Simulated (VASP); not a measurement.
# BN (Cm) in VASP: further runs

The runs below take BN through single point, with PBE+D3(BJ).

Everything below comes from runs of VASP 6.6.1. Logs are shortened: lines on timing, memory, paths and dates and some standing lists are left out, and cuts for length are marked.

## 1. The cell of the first run

The structure is monoclinic, space group Cm (No. 8). The conventional cell has a = 4.341 Å, b = 2.506 Å, c = 6.617 Å, α = 90.00°, β = 90.00°, γ = 90.00°. B (site symmetry m) has 3 N at 1.45 Å within 1.9 Å. Within 1.9 Å of B (site symmetry m) lie 2 N at 1.39 Å. N (site symmetry m) has 2 B at 1.39 Å within 1.9 Å. N (site symmetry m) has 3 B at 1.45 Å within 1.9 Å.

## 2. Single point, PBE+D3(BJ) (atom 3 (N) moved by (-0.600, -0.600) A along y and z)

INCAR

```
  PREC = Accurate
  ENCUT = 520
  EDIFF = 1E-7
  ISMEAR = 0
  SIGMA = 0.05
  LREAL = False
  LASPH = True
  NELM = 80
  ALGO = Normal
  ISIF = 2
  LWAVE = False
  LCHARG = False
  GGA = PE
  IVDW = 12
  NBANDS = 16
```

KPOINTS

```
Automatic mesh
0
Gamma
  12 12 4
```

POSCAR

```
BN
1.0
    2.5064381059      0.0000000000      0.0000000000
   -1.2532190530      2.1706390727      0.0000000000
    0.0000000000      0.0000000000      6.6168468515
B N
2 2
Direct
    0.3333333333      0.6666666667      0.2500000000
    0.6666666667      0.3333333333      0.7500000000
    0.1951251882      0.3902503764      0.6593223686
    0.6666666667      0.3333333333      0.2500000000
```

Potentials or basis: VASP PAW PBE potentials, release 64 (B, N).

Command:

```sh
> cat potpaw_PBE.64/B/POTCAR potpaw_PBE.64/N/POTCAR > POTCAR
> mpirun -np 1 vasp_std > vasp.out
```

OUTCAR:

```text
PREC = Accurate
   ENCUT = 520
   EDIFF = 1E-7
   ISMEAR = 0
   LREAL = False
   LASPH = True
   NELM = 80
   ISIF = 2
   GGA = PE
   IVDW = 12
 IVDW          = 12

 ion  position               nearest neighbor table
   1  0.333  0.667  0.250-   4 1.45   4 1.45   4 1.45
   2  0.667  0.333  0.750-   3 1.39   3 1.39
   3  0.195  0.390  0.659-   2 1.39   2 1.39
   4  0.667  0.333  0.250-   1 1.45   1 1.45   1 1.45

  LATTYP: Found a hexagonal cell.
 ALAT       =     2.5064381059
 C/A-ratio  =     2.6399402546

  Lattice vectors:

 A1 = (   2.5064381059,   0.0000000000,   0.0000000000)
 A2 = (  -1.2532190530,   2.1706390727,   0.0000000000)
 A3 = (   0.0000000000,   0.0000000000,   6.6168468515)

Analysis of symmetry for initial positions (statically):
=====================================================================
 Subroutine PRICEL returns:
 Original cell was already a primitive cell.

 Routine SETGRP: Setting up the symmetry group for a
 hexagonal supercell.

 Subroutine GETGRP returns: Found  2 space group operations
 (whereof  2 operations were pure point group operations)
 out of a pool of 24 trial point group operations.

The static configuration has the point symmetry C_1h.

Analysis of symmetry for dynamics (positions and initial velocities):
=====================================================================
 Subroutine PRICEL returns:
 Original cell was already a primitive cell.

 Routine SETGRP: Setting up the symmetry group for a
 hexagonal supercell.

 Subroutine GETGRP returns: Found  2 space group operations
 (whereof  2 operations were pure point group operations)
 out of a pool of 24 trial point group operations.

The dynamic configuration has the point symmetry C_1h.

 Subroutine INISYM returns: Found  2 space group operations
 (whereof  2 operations are pure point group operations),
 and found     1 'primitive' translations

----------------------------------------------------------------------------------------

                                     Primitive cell

  volume of cell :      35.9994

  direct lattice vectors                    reciprocal lattice vectors
     2.506438106  0.000000000  0.000000000     0.398972549  0.230346909  0.000000000
    -1.253219053  2.170639073  0.000000000     0.000000000  0.460693817  0.000000000
     0.000000000  0.000000000  6.616846852     0.000000000  0.000000000  0.151129386

  length of vectors
     2.506438106  2.506438106  6.616846852     0.460693817  0.460693817  0.151129386

  position of ions in fractional coordinates (direct lattice)
     0.333333333  0.666666667  0.250000000
     0.666666667  0.333333333  0.750000000
     0.195125188  0.390250376  0.659322369
     0.666666667  0.333333333  0.250000000

  ion indices of the primitive-cell ions
   primitive index   ion index
                 1           1
                 2           2
                 3           3
                 4           4

----------------------------------------------------------------------------------------

 KPOINTS: Automatic mesh

Automatic generation of k-mesh.
 Grid dimensions read from file:
 generate k-points for:   12   12    4

 Generating k-lattice:

  Cartesian coordinates                     Fractional coordinates (reciprocal lattice)
     0.033247712  0.019195576  0.000000000     0.083333333  0.000000000  0.000000000
     0.000000000  0.038391151  0.000000000     0.000000000  0.083333333  0.000000000
     0.000000000  0.000000000  0.037782346     0.000000000  0.000000000  0.250000000

  Length of vectors
     0.038391151  0.038391151  0.037782346

  Shift w.r.t. Gamma in fractional coordinates (k-lattice)
     0.000000000  0.000000000  0.000000000

 Subroutine IBZKPT returns following result:
 ===========================================

 Found    164 irreducible k-points:

 Following reciprocal coordinates:
            Coordinates               Weight
  0.000000  0.000000  0.000000      1.000000
  0.083333 -0.000000  0.000000      4.000000
  0.000000  0.083333  0.000000      2.000000
  0.166667  0.000000  0.000000      4.000000
  0.000000  0.166667  0.000000      2.000000
  0.250000  0.000000  0.000000      4.000000
[... 16 lines left out ...]
 -0.083333  0.416667  0.000000      4.000000
 -0.416667  0.333333  0.000000      4.000000
 [... further k-points ...]
   k-points           NKPTS =    164   k-points in BZ     NKDIM =    164   number of bands    NBANDS=     16
   number of dos      NEDOS =    301   number of ions     NIONS =      4
   total plane-waves  NPLWV =  20000
   dimension x,y,z NGX =    20 NGY =   20 NGZ =   50
   dimension x,y,z NGXF=    40 NGYF=   40 NGZF=  100
   ions per type =               2   2
   NGX,Y,Z   is equivalent  to a cutoff of  13.27, 13.27, 12.56 a.u.
   NGXF,Y,Z  is equivalent  to a cutoff of  26.53, 26.53, 25.12 a.u.
 SYSTEM =  unknown system
   PREC   = accura    normal or accurate (medium, high low for compatibility)
   ISTART =      0    job   : 0-new  1-cont  2-samecut
   ICHARG =      2    charge: 1-file 2-atom 10-const
   ISPIN  =      1    spin polarized calculation?
   LNONCOLLINEAR =      F non collinear calculations
   LSORBIT =      F    spin-orbit coupling
   LASPH  =      T    aspherical Exc in radial PAW
   ENCUT  =  520.0 eV  38.22 Ry    6.18 a.u.   4.66  4.66 12.30*2*pi/ulx,y,z
   NELM   =     80;   NELMIN=  2; NELMDL= -5     # of ELM steps
   EDIFF  = 0.1E-06   stopping-criterion for ELM
   LREAL  =      F    real-space projection
   EDIFFG = 0.1E-05   stopping-criterion for IOM
   NSW    =      0    number of steps for IOM
   IBRION =     -1    ionic relax: 0-MD 1-quasi-New 2-CG
   NFREE  =      0    steps in history (QN), initial steepest desc. (CG)
   ISIF   =      2    stress and relaxation
   ISYM   =      2    0-nonsym 1-usesym 2-fastsym
   POTIM  = 0.5000    time-step for ionic-motion
   TEBEG  =    0.0;   TEEND  =   0.0 temperature during run
   PSTRESS=    0.0 pullay stress
   NELECT =      16.0000    total number of electrons
   NUPDOWN=      -1.0000    fix difference up-down
   EMIN   =  10.00;   EMAX   =-10.00  energy-range for DOS
   EFERMI =   0.00;   METHOD = LEGACY
   ISMEAR =     0;   SIGMA  =   0.05  broadening in eV -4-tet -1-fermi 0-gaus
   EFERMI_NEDOS =   21; number of points for ismear=-14 and -15
   IALGO  =     38    algorithm
   IMIX   =      4    mixing-type and parameters
     AMIX     =   0.40;   BMIX     =  1.00
     AMIX_MAG =   1.60;   BMIX_MAG =  1.00
  volume/ion in A,a.u.               =       9.00        60.73
  Fermi-wavevector in a.u.,A,eV,Ry     =   1.249347  2.360923 21.236883  1.560867
  Thomas-Fermi vector in A             =   2.383391
   LORBIT       =      0    0 simple, 1 ext, 2 COOP (PROOUT), +10 PAW based schemes
   GGA     = PE    functional components
   LHFCALC =     F    Hartree Fock is set to
   AEXX    =    0.0000 exact exchange contribution
   IVDW    =    12    specifies the selected vdW correction
   LEPSILON=     F    determine dielectric tensor
   LRPA    =     F    only Hartree local field effects (RPA)
 non-spin polarized calculation
 Gauss-broadening in eV      SIGMA  =   0.05
  energy-cutoff  :      520.00
  volume of cell :       36.00
 maximum number of plane-waves:       992
   NGX =  9   NGY =  9   NGZ = 25

 number of electron      15.9999998 magnetization

 Free energy of the ion-electron system (eV)
  ---------------------------------------------------
  ext. energy  EPLUGINS =         0.00000000
  ---------------------------------------------------
  free energy    TOTEN  =       -31.40112883 eV

  energy without entropy =      -31.40043879  energy(sigma->0) =      -31.40078381

 E-fermi :   4.6825     XC(G=0): -10.3136

 val. band max:        4.6703547920   @ k =   0.0833  -0.0000   0.5000
 cond. band min:       4.7118635487   @ k =   0.5000  -0.4167   0.2500
 fundamental gap:      0.0415087567
 Fermi energy:         4.6825044356

 k-point     1 :       0.0000    0.0000    0.0000
  band No.  band energies     occupation
      1     -15.2964      2.00000
      2     -14.6873      2.00000
      3      -4.0968      2.00000
      4      -1.3455      2.00000
      5      -0.5840      2.00000
      6       1.1113      2.00000
[... 8 lines left out ...]
     15      15.1726      0.00000
     16      17.2005      0.00000

 k-point     2 :       0.0833   -0.0000    0.0000
  band No.  band energies     occupation
      1     -15.1611      2.00000
      2     -14.5593      2.00000
      3      -3.9263      2.00000
      4      -1.2561      2.00000
      5      -0.8348      2.00000
      6       0.5535      2.00000
[... 8 lines left out ...]
     15      15.5188      0.00000
     16      17.2423      0.00000

 k-point     3 :       0.0000    0.0833    0.0000
  band No.  band energies     occupation
      1     -15.1592      2.00000
      2     -14.5442      2.00000
      3      -3.9214      2.00000
      4      -1.1967      2.00000
      5      -0.6862      2.00000
      6       0.5504      2.00000
[... 8 lines left out ...]
     15      15.3161      0.00000
     16      17.3784      0.00000

 k-point     4 :       0.1667    0.0000    0.0000
  band No.  band energies     occupation
      1     -14.7626      2.00000
      2     -14.1845      2.00000
      3      -3.4440      2.00000
      4      -1.8069      2.00000
      5      -0.8871      2.00000
      6      -0.6400      2.00000
[... 8 lines left out ...]
     15      16.5497      0.00000
     16      17.5079      0.00000

 k-point     5 :       0.0000    0.1667    0.0000
  band No.  band energies     occupation
      1     -14.7559      2.00000
      2     -14.1226      2.00000
      3      -3.4065      2.00000
      4      -0.9560      2.00000
      5      -0.8735      2.00000
      6      -0.7584      2.00000
[... 8 lines left out ...]
     15      16.2161      0.00000
     16      17.7150      0.00000

 k-point     6 :       0.2500    0.0000    0.0000
  band No.  band energies     occupation
      1     -14.1281      2.00000
      2     -13.5955      2.00000
      3      -3.2984      2.00000
      4      -2.6618      2.00000
      5      -2.2951      2.00000
      6      -0.5007      2.00000
[... 8 lines left out ...]
     15      17.9596      0.00000
     16      18.4820      0.00000
[... 267 lines left out ...]
 k-point    21 :      -0.3333    0.2500    0.0000
  band No.  band energies     occupation
      1     -13.6552      2.00000
      2     -13.1943      2.00000
      3      -4.0053      2.00000
      4      -3.5719      2.00000
      5      -1.7400      2.00000
      6      -1.1918      2.00000
[... 8 lines left out ...]
     15      18.1715      0.00000
     16      19.3146      0.00000

 k-point    22 :       0.3333    0.0833    0.0000
  band No.  band energies     occupation
      1     -12.8225      2.00000
      2     -12.3878      2.00000
      3      -5.1662      2.00000
      4      -4.9685      2.00000
      5      -1.7453      2.00000
      6      -0.6494      2.00000
[... 8 lines left out ...]
     15      18.3987      0.00000
     16      19.1172      0.00000

 k-point    23 :      -0.0833    0.4167    0.0000
  band No.  band energies     occupation
      1     -12.8178      2.00000
      2     -12.1125      2.00000
      3      -5.1637      2.00000
      4      -3.1994      2.00000
      5      -2.0958      2.00000
      6      -1.7372      2.00000
[... 8 lines left out ...]
     15      17.6844      0.00000
     16      18.6977      0.00000

 k-point    24 :      -0.4167    0.3333    0.0000
  band No.  band energies     occupation
      1     -12.8285      2.00000
      2     -12.4704      2.00000
      3      -5.1798      2.00000
      4      -5.0732      2.00000
      5      -1.7444      2.00000
      6      -0.5637      2.00000
[... 8 lines left out ...]
     15      18.4483      0.00000
     16      19.3006      0.00000

 [... further k-points ...]

------------------------ aborting loop because EDIFF is reached ----------------------------------------

 Edisp (eV)   -0.60580

 E8    (eV) :    -0.1780

  FORCE on cell =-STRESS in cart. coord.  units (eV):
  Direction    XX          YY          ZZ          XY          YZ          ZX
  --------------------------------------------------------------------------------------
  -------------------------------------------------------------------------------------
  Total       1.89810     5.67006    -2.66186    -0.00000    -0.64198     0.00000
  in kB      84.47606   252.34937  -118.46795    -0.00000   -28.57162     0.00000
  external pressure =       72.79 kB  Pullay stress =        0.00 kB

 VOLUME and BASIS-vectors are now :
 -----------------------------------------------------------------------------
  energy-cutoff  :      520.00
  volume of cell :       36.00
      direct lattice vectors                 reciprocal lattice vectors
     2.506438106  0.000000000  0.000000000     0.398972549  0.230346909  0.000000000
    -1.253219053  2.170639073  0.000000000     0.000000000  0.460693817  0.000000000
     0.000000000  0.000000000  6.616846852     0.000000000  0.000000000  0.151129386

 POSITION                                       TOTAL-FORCE (eV/Angst)
 -----------------------------------------------------------------------------------
     -0.00000      1.44709      1.65421         0.000000     -0.036998      0.325634
      1.25322      0.72355      4.96264         0.000000     -1.174962     -4.079538
     -0.00000      0.84709      4.36264        -0.000000      1.191620      4.410906
      1.25322      0.72355      1.65421        -0.000000      0.020339     -0.657002
 -----------------------------------------------------------------------------------
    total drift:                               -0.000000      0.000030      0.000260

  FREE ENERGIE OF THE ION-ELECTRON SYSTEM (eV)
  ---------------------------------------------------
  free  energy   TOTEN  =       -32.0069259472 eV

  energy  without entropy=      -32.0062359115  energy(sigma->0) =      -32.00658093
```

It took 1.7 min on 1 thread of Intel Xeon Platinum 8259CL at 2.50GHz (Skylake/Cascade Lake), shared host; peak memory 0.21 GiB.

What came out:

- Free energy: -32.0069 eV
- Pressure: 7.3 GPa
- Largest force: 4.569 eV/Å
- Band gap on the k mesh: zero (band 8 reaches 4.90 eV, above the bottom of band 9 at 4.58 eV)
- Dispersion energy per atom: -0.151 eV

Forces in eV/Å, atoms in the order of the input:
```
B    0.000 -0.037  0.326
B    0.000 -1.175 -4.080
N    0.000  1.192  4.411
N    0.000  0.020 -0.657
```

Stress tensor (GPa, compression positive):
```
  8.45   0.00   0.00
  0.00  25.23  -2.86
  0.00  -2.86 -11.85
```

Caveat: the cell differs from its parent crystal (atom 3 (N) moved by (-0.600, -0.600) A along y and z); forces of over 1 eV/Å act on the atoms, so gaps and moduli don't describe the material at rest.

(Continued in part 2 of 2.)
